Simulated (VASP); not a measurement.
# Si (Fd-3m) in VASP: notebook

Runs on Si. Level: LDA. Tasks: single point, relaxation of cell and atoms.

Program: VASP 6.6.1. These are calculated values, not measurements. Logs are shortened: lines on timing, memory, paths and dates and some standing lists are left out, and cuts for length are marked.

## Step 1: The cell of the first run

It takes space group Fd-3m (No. 227, cubic). The conventional cell has a = 5.402 Å, b = 5.402 Å, c = 5.402 Å, α = 90.00°, β = 90.00°, γ = 90.00°. Within 3.1 Å of Si (site symmetry -43m) lie 4 Si at 2.34 Å.

## Step 2: Single point, LDA

File INCAR:

```
SYSTEM = Si
ALGO = Normal ; EDIFF = 1E-6
ENCUT = 520 ; ISIF = 2
ISMEAR = 0 ; LASPH = .TRUE.
LCHARG = .FALSE. ; LREAL = .FALSE.
LWAVE = .FALSE. ; NBANDS = 11
NELM = 100 ; PREC = Accurate
SIGMA = 0.02
```

File KPOINTS:

```
k-points
0
G
  10 10 10
  0 0 0
```

File POSCAR:

```
Si
1.0
    0.0000000000      2.7008304894      2.7008304894
    2.7008304894      0.0000000000      2.7008304894
    2.7008304894      2.7008304894      0.0000000000
Si
2
Direct
    0.5000000000      0.5000000000      0.5000000000
    0.7500000000      0.7500000000      0.7500000000
```

Potentials or basis: VASP PAW LDA potentials, release 64 (Si).

On the command line:

```sh
> cat potpaw_LDA.64/Si/POTCAR > POTCAR
> mpirun -np 1 vasp_std > vasp.out
```

OUTCAR:

```text
SYSTEM = Si
   EDIFF = 1E-6
   ENCUT = 520
   ISIF = 2
   ISMEAR = 0
   LASPH = .TRUE.
   LREAL = .FALSE.
   NELM = 100
   PREC = Accurate

 ion  position               nearest neighbor table
   1  0.500  0.500  0.500-   2 2.34   2 2.34   2 2.34   2 2.34
   2  0.750  0.750  0.750-   1 2.34   1 2.34   1 2.34   1 2.34

  LATTYP: Found a face centered cubic cell.
 ALAT       =     5.4016609788

  Lattice vectors:

 A1 = (   0.0000000000,   2.7008304894,   2.7008304894)
 A2 = (   2.7008304894,   0.0000000000,   2.7008304894)
 A3 = (   2.7008304894,   2.7008304894,   0.0000000000)

Analysis of symmetry for initial positions (statically):
=====================================================================
 Subroutine PRICEL returns:
 Original cell was already a primitive cell.

 Routine SETGRP: Setting up the symmetry group for a
 face centered cubic supercell.

 Subroutine GETGRP returns: Found 48 space group operations
 (whereof 24 operations were pure point group operations)
 out of a pool of 48 trial point group operations.

The static configuration has the point symmetry T_d .
 The point group associated with its full space group is O_h .

Analysis of symmetry for dynamics (positions and initial velocities):
=====================================================================
 Subroutine PRICEL returns:
 Original cell was already a primitive cell.

 Routine SETGRP: Setting up the symmetry group for a
 face centered cubic supercell.

 Subroutine GETGRP returns: Found 48 space group operations
 (whereof 24 operations were pure point group operations)
 out of a pool of 48 trial point group operations.

The dynamic configuration has the point symmetry T_d .
 The point group associated with its full space group is O_h .

 Subroutine INISYM returns: Found 48 space group operations
 (whereof 24 operations are pure point group operations),
 and found     1 'primitive' translations

----------------------------------------------------------------------------------------

                                     Primitive cell

  volume of cell :      39.4023

  direct lattice vectors                    reciprocal lattice vectors
     0.000000000  2.700830489  2.700830489    -0.185128242  0.185128242  0.185128242
     2.700830489  0.000000000  2.700830489     0.185128242 -0.185128242  0.185128242
     2.700830489  2.700830489  0.000000000     0.185128242  0.185128242 -0.185128242

  length of vectors
     3.819551108  3.819551108  3.819551108     0.320651521  0.320651521  0.320651521

  position of ions in fractional coordinates (direct lattice)
     0.500000000  0.500000000  0.500000000
     0.750000000  0.750000000  0.750000000

  ion indices of the primitive-cell ions
   primitive index   ion index
                 1           1
                 2           2

----------------------------------------------------------------------------------------

 KPOINTS: k-points

Automatic generation of k-mesh.
 Grid dimensions read from file:
 generate k-points for:   10   10   10

 Generating k-lattice:

  Cartesian coordinates                     Fractional coordinates (reciprocal lattice)
    -0.018512824  0.018512824  0.018512824     0.100000000  0.000000000  0.000000000
     0.018512824 -0.018512824  0.018512824     0.000000000  0.100000000  0.000000000
     0.018512824  0.018512824 -0.018512824     0.000000000  0.000000000  0.100000000

  Length of vectors
     0.032065152  0.032065152  0.032065152

  Shift w.r.t. Gamma in fractional coordinates (k-lattice)
     0.000000000  0.000000000  0.000000000

 Subroutine IBZKPT returns following result:
 ===========================================

 Found     47 irreducible k-points:

 Following reciprocal coordinates:
            Coordinates               Weight
  0.000000  0.000000  0.000000      1.000000
  0.100000  0.000000  0.000000      8.000000
  0.200000  0.000000  0.000000      8.000000
  0.300000  0.000000  0.000000      8.000000
  0.400000  0.000000  0.000000      8.000000
  0.500000  0.000000  0.000000      4.000000
[... 16 lines left out ...]
  0.300000  0.300000  0.000000      6.000000
  0.400000  0.300000  0.000000     24.000000
 [... further k-points ...]
   k-points           NKPTS =     47   k-points in BZ     NKDIM =     47   number of bands    NBANDS=     11
   number of dos      NEDOS =    301   number of ions     NIONS =      2
   total plane-waves  NPLWV =  21952
   dimension x,y,z NGX =    28 NGY =   28 NGZ =   28
   dimension x,y,z NGXF=    56 NGYF=   56 NGZF=   56
   ions per type =               2
   NGX,Y,Z   is equivalent  to a cutoff of  12.19, 12.19, 12.19 a.u.
   NGXF,Y,Z  is equivalent  to a cutoff of  24.37, 24.37, 24.37 a.u.
 SYSTEM =  Si
   PREC   = accura    normal or accurate (medium, high low for compatibility)
   ISTART =      0    job   : 0-new  1-cont  2-samecut
   ICHARG =      2    charge: 1-file 2-atom 10-const
   ISPIN  =      1    spin polarized calculation?
   LNONCOLLINEAR =      F non collinear calculations
   LSORBIT =      F    spin-orbit coupling
   LASPH  =      T    aspherical Exc in radial PAW
   ENCUT  =  520.0 eV  38.22 Ry    6.18 a.u.   7.10  7.10  7.10*2*pi/ulx,y,z
   NELM   =    100;   NELMIN=  2; NELMDL= -5     # of ELM steps
   EDIFF  = 0.1E-05   stopping-criterion for ELM
   LREAL  =      F    real-space projection
   EDIFFG = 0.1E-04   stopping-criterion for IOM
   NSW    =      0    number of steps for IOM
   IBRION =     -1    ionic relax: 0-MD 1-quasi-New 2-CG
   NFREE  =      0    steps in history (QN), initial steepest desc. (CG)
   ISIF   =      2    stress and relaxation
   ISYM   =      2    0-nonsym 1-usesym 2-fastsym
   POTIM  = 0.5000    time-step for ionic-motion
   TEBEG  =    0.0;   TEEND  =   0.0 temperature during run
   PSTRESS=    0.0 pullay stress
   NELECT =       8.0000    total number of electrons
   NUPDOWN=      -1.0000    fix difference up-down
   EMIN   =  10.00;   EMAX   =-10.00  energy-range for DOS
   EFERMI =   0.00;   METHOD = LEGACY
   ISMEAR =     0;   SIGMA  =   0.02  broadening in eV -4-tet -1-fermi 0-gaus
   EFERMI_NEDOS =   21; number of points for ismear=-14 and -15
   IALGO  =     38    algorithm
   IMIX   =      4    mixing-type and parameters
     AMIX     =   0.40;   BMIX     =  1.00
     AMIX_MAG =   1.60;   BMIX_MAG =  1.00
  volume/ion in A,a.u.               =      19.70       132.95
  Fermi-wavevector in a.u.,A,eV,Ry     =   0.962197  1.818289 12.596597  0.925824
  Thomas-Fermi vector in A             =   2.091635
   LORBIT       =      0    0 simple, 1 ext, 2 COOP (PROOUT), +10 PAW based schemes
   GGA     = CA    functional components
   LHFCALC =     F    Hartree Fock is set to
   AEXX    =    0.0000 exact exchange contribution
   IVDW    =     0    specifies the selected vdW correction
   LEPSILON=     F    determine dielectric tensor
   LRPA    =     F    only Hartree local field effects (RPA)
 non-spin polarized calculation
 Gauss-broadening in eV      SIGMA  =   0.02
  energy-cutoff  :      520.00
  volume of cell :       39.40
 maximum number of plane-waves:      1073
   NGX = 15   NGY = 15   NGZ = 15

 number of electron       8.0000001 magnetization

 Free energy of the ion-electron system (eV)
  ---------------------------------------------------
  ext. energy  EPLUGINS =         0.00000000
  ---------------------------------------------------
  free energy    TOTEN  =       -11.91907834 eV

  energy without entropy =      -11.91907834  energy(sigma->0) =      -11.91907834

 E-fermi :   6.0952     XC(G=0):  -9.6662

 val. band max:        5.9351081243   @ k =   0.0000   0.0000   0.0000
 cond. band min:       6.3874095219   @ k =   0.4000   0.4000   0.0000
 fundamental gap:      0.4523013976
 Fermi energy:         6.0951824519

 k-point     1 :       0.0000    0.0000    0.0000
  band No.  band energies     occupation
      1      -6.1326      2.00000
      2       5.9351      2.00000
      3       5.9351      2.00000
      4       5.9351      2.00000
      5       8.4660      0.00000
      6       8.4660      0.00000
      7       8.4660      0.00000
      8       9.3292      0.00000
      9      13.6711      0.00000
     10      13.6711      0.00000
     11      13.6812      0.00000

 k-point     2 :       0.1000    0.0000    0.0000
  band No.  band energies     occupation
      1      -5.9998      2.00000
      2       4.7763      2.00000
      3       5.7328      2.00000
      4       5.7328      2.00000
      5       8.4778      0.00000
      6       8.7630      0.00000
      7       8.7630      0.00000
      8      10.2419      0.00000
      9      13.2923      0.00000
     10      13.2923      0.00000
     11      14.2384      0.00000

 k-point     3 :       0.2000    0.0000    0.0000
  band No.  band energies     occupation
      1      -5.6076      2.00000
      2       2.8923      2.00000
      3       5.3474      2.00000
      4       5.3474      2.00000
      5       8.1150      0.00000
      6       9.2732      0.00000
      7       9.2732      0.00000
      8      11.9836      0.00000
      9      12.9591      0.00000
     10      12.9591      0.00000
     11      14.9165      0.00000
[... 267 lines left out ...]
 k-point    23 :       0.3000    0.3000    0.0000
  band No.  band energies     occupation
      1      -4.5614      2.00000
      2       1.5083      2.00000
      3       3.6695      2.00000
      4       3.6695      2.00000
      5       6.6843      0.00000
      6       8.2314      0.00000
      7      12.5857      0.00000
      8      12.5857      0.00000
      9      15.0868      0.00000
     10      15.4256      0.00000
     11      18.2781      0.00000

 k-point    24 :       0.4000    0.3000    0.0000
  band No.  band energies     occupation
      1      -3.9393      2.00000
      2       0.4926      2.00000
      3       3.0204      2.00000
      4       3.4628      2.00000
      5       6.8724      0.00000
      6       8.0667      0.00000
      7      12.8857      0.00000
      8      13.0007      0.00000
      9      16.4413      0.00000
     10      16.7278      0.00000
     11      18.0347      0.00000

 [... further k-points ...]

------------------------ aborting loop because EDIFF is reached ----------------------------------------

  FORCE on cell =-STRESS in cart. coord.  units (eV):
  Direction    XX          YY          ZZ          XY          YZ          ZX
  --------------------------------------------------------------------------------------
  -------------------------------------------------------------------------------------
  Total        0.0154784      0.0154784      0.0154784     -0.0000000     -0.0000000     -0.0000000
  in kB        0.6293823      0.6293823      0.6293823     -0.0000000     -0.0000000     -0.0000000
  external PRESSURE =       0.6293823 kB  Pullay stress =       0.0000000 kB

 VOLUME and BASIS-vectors are now :
 -----------------------------------------------------------------------------
  energy-cutoff  :      520.00
  volume of cell :       39.40
      direct lattice vectors                 reciprocal lattice vectors
     0.000000000  2.700830489  2.700830489    -0.185128242  0.185128242  0.185128242
     2.700830489  0.000000000  2.700830489     0.185128242 -0.185128242  0.185128242
     2.700830489  2.700830489  0.000000000     0.185128242  0.185128242 -0.185128242

 POSITION                                       TOTAL-FORCE (eV/Angst)
 -----------------------------------------------------------------------------------
      2.70083      2.70083      2.70083         0.000000      0.000000      0.000000
      4.05125      4.05125      4.05125        -0.000000     -0.000000     -0.000000
 -----------------------------------------------------------------------------------
    total drift:                                0.000000      0.000000     -0.000000

  FREE ENERGIE OF THE ION-ELECTRON SYSTEM (eV)
  ---------------------------------------------------
  free  energy   TOTEN  =       -11.9190783421 eV

  energy  without entropy=      -11.9190783421  energy(sigma->0) =      -11.91907834
```

Wall time 22 s (1 thread of Intel Xeon 8259CL, shared host); peak memory 0.14 GiB.

Results:

- Free energy: -11.9191 eV
- Pressure: 0.1 GPa
- Band gap on the k mesh: 0.45 eV (least direct gap 2.53 eV)

Levels at points of the mesh, in eV from the valence-band top:
```csv
k point,band 2,band 3,band 4,band 5,band 6,band 7
"(0.00, 0.00, 0.00)",0.00,0.00,0.00,2.53,2.53,2.53
"(0.50, 0.00, 0.00)",-7.07,-1.21,-1.21,1.49,3.29,3.29
"(0.50, 0.50, 0.00)",-7.87,-2.90,-2.90,0.57,0.57,10.12
```

A k mesh can miss the band edges. Expect the measured gap to be larger: semilocal functionals such as LDA lack the derivative discontinuity.

## Step 3: Single point, LDA

File INCAR:

```
SYSTEM = Si
PREC = Accurate
ENCUT = 520
EDIFF = 1E-6
ISMEAR = 0
SIGMA = 0.01
LREAL = .FALSE.
LASPH = .TRUE.
NELM = 60
ALGO = Normal
ISIF = 2
LWAVE = .FALSE.
LCHARG = .TRUE.
GGA = CA
LELF = .TRUE.
LVHAR = .TRUE.
NBANDS = 11
```

File KPOINTS:

```
regular mesh
0
G
  12 12 12
  0 0 0
```

POSCAR is that of step 2.

Potentials or basis: VASP PAW LDA potentials, release 64 (Si).

On the command line:

```sh
> cat potpaw_LDA.64/Si/POTCAR > POTCAR
> mpirun -np 1 vasp_std > vasp.out
```

Wall time 32 s (1 thread of Intel Xeon 8259CL, shared host); peak memory 0.14 GiB.

Results (log left out):

| Property | Result |
| --- | --- |
| Free energy | -11.9197 eV |
| Pressure | 0.1 GPa |
| Band gap on the k mesh | 0.44 eV (least direct gap 2.53 eV) |

Levels at points of the mesh, in eV from the valence-band top:
```csv
k point,band 2,band 3,band 4,band 5,band 6,band 7
"(0.00, 0.00, 0.00)",0.00,0.00,0.00,2.53,2.53,2.53
"(0.50, 0.00, 0.00)",-7.07,-1.21,-1.21,1.49,3.29,3.29
"(0.50, 0.50, 0.00)",-7.87,-2.89,-2.89,0.57,0.57,10.12
```

## Step 4: Relaxation of cell and atoms, LDA

File INCAR:

```
SYSTEM = Si
ALGO = Normal ; EDIFF = 1E-6
EDIFFG = -0.002 ; ENCUT = 600
IBRION = 2 ; ISIF = 3
ISMEAR = 0 ; LASPH = .TRUE.
LCHARG = .FALSE. ; LREAL = .FALSE.
LWAVE = .FALSE. ; NELM = 80
NSW = 100 ; PREC = Accurate
SIGMA = 0.02
```

File KPOINTS:

```
k-points
0
G
  10 10 10
  0 0 0
```

POSCAR is that of step 3.

On the command line:

```sh
> cat potpaw_LDA.64/Si/POTCAR > POTCAR
> mpirun -np 1 vasp_std > vasp.out
```

Wall time 26 s (1 thread of Intel Xeon 8259CL, shared host); peak memory 0.15 GiB.

The run converged. Its results:

```
Free energy                           : -11.9193 eV
Relaxed volume                        : 19.72 Å³/atom
Relaxed cell                          : a = 3.820 Å, b = 3.820 Å, c = 3.820 Å, α = 60.00°, β = 60.00°, γ = 60.00°
Space group after relaxing (to 0.1 Å) : Fd-3m (No. 227)
Energy gained by relaxing             : 0.0 meV/atom
Ionic steps                           : 3
Pressure after relaxing               : 0.0 GPa
Band gap on the k mesh                : 0.45 eV (least direct gap 2.53 eV)
```

Final structure:
```xyz
2
Lattice="0.0000 2.7015 2.7015 2.7015 0.0000 2.7015 2.7015 2.7015 0.0000" Properties=species:S:1:pos:R:3 pbc="T T T"
Si    2.7015    2.7015    2.7015
Si    4.0522    4.0522    4.0522
```

Levels at points of the mesh, in eV from the valence-band top:
| k point | band 1 | band 2 | band 3 | band 4 | band 5 | band 6 | band 7 | band 8 |
| --- | --- | --- | --- | --- | --- | --- | --- | --- |
| (0.00, 0.00, 0.00) | -12.06 | 0.00 | 0.00 | 0.00 | 2.53 | 2.53 | 2.53 | 3.39 |
| (0.50, 0.00, 0.00) | -9.69 | -7.06 | -1.21 | -1.21 | 1.48 | 3.29 | 3.29 | 7.54 |
| (0.50, 0.50, 0.00) | -7.86 | -7.86 | -2.89 | -2.89 | 0.58 | 0.58 | 10.11 | 10.11 |

A k mesh can miss the band edges.

## Step 5: Overview

| task | cell | k mesh | cutoff (eV) | smearing | gap on the mesh (eV) | pressure (GPa) |
| --- | --- | --- | --- | --- | --- | --- |
| single point | as given | 10 × 10 × 10 | 520 | gaussian 0.02 eV | 0.45 | 0.1 |
| single point | as given | 12 × 12 × 12 | 520 | gaussian 0.01 eV | 0.44 | 0.1 |
| relaxation of cell and atoms | relaxed | 10 × 10 × 10 | 600 | gaussian 0.02 eV | 0.45 | 0.0 |

Alike in all rows: level LDA; potentials or basis VASP PAW LDA potentials, release 64 (Si); no spin polarisation.

Total energies depend on the potentials used, so only differences within one code and one set of settings carry meaning.
